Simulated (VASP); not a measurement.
Runs of VASP 6.6.1 on Sn. The structure is that of space group Im-3m (No. 229), or close to it. The cells are those of the table. 

```tsv
cell	gap on the mesh (eV)	pressure (GPa)
a = 3.063 Å, angles 110.6, 110.6, 107.2°, 1 atom	none	(b)
a = 3.501 Å, angles 108.5, 108.5, 111.5°, 1 atom	none	-6.6
a = 3.107 Å, angles 108.3, 108.3, 111.8°, 1 atom	none	11.8
a = 3.544 Å, angles 109.5°, 1 atom	none	-7.2
a = 3.019 Å, angles 109.5°, 1 atom	none	(a)
```

Alike in all rows: task single point; level r2SCAN; potentials or basis VASP PAW PBE potentials, release 64 (Sn_d); no spin polarisation; k mesh 18 × 18 × 18; cutoff (eV) 520; smearing gaussian 0.15 eV.

Q: Estimate the missing entries.

A: (a) 22.2; (b) 16.6.

Caveats: the PAW data sets were made with another functional, which shifts forces and pressure a little; spin-orbit coupling is left out, which moves the levels of the heavy elements; the cell stands under pressure (at least some runs); the cell stands under tension (at least some runs).

A k mesh can miss the band edges, and the runs leave out spin-orbit coupling on Sn.

A gap of «none» marks levels without a gap at the run's occupations.
